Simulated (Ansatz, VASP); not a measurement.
## One calculation of ZrB, two programs

```
Zr B
1.0
    -0.01162    2.32500    2.32500
     2.31338    0.00000    2.31338
     2.32500    2.32500   -0.01162
Zr B
1 1
Cartesian
  0.0000 0.0000 0.0000
  2.3134 2.3250 2.3134
```

Change from the starting cell: strain -0.0100 x Voigt [0, 0, 0, 0, 1, 0], atoms carried along.

Alike in both runs: task single point; functional PBE; k mesh 18 × 18 × 18; occupations gaussian, width 0.15 eV; no spin polarisation.

```csv
,VASP,Ansatz
version,VASP 6.6.1,Ansatz 0.2.0
potentials or method,"VASP PAW PBE potentials, release 64 (Zr_sv, B), cutoff 520 eV","scalar-relativistic, plane waves, PAW"
valence electrons in the cell,15,15
```

Ansatz gave:

- gap on the k mesh at the Fermi level (eV): none
- pressure (GPa): 34.8
- traceless stress, the component that is largest in VASP (GPa): 0.58

**Question.** Estimate VASP's values.

**Answer.** gap on the k mesh at the Fermi level (eV): none; pressure (GPa): 35.0; traceless stress, the component that is largest in VASP (GPa): 0.58.

A gap of «none» marks a metal or a gap that the smearing closes. Both programs put the cell under a high pressure, so it lies far from rest at this level.
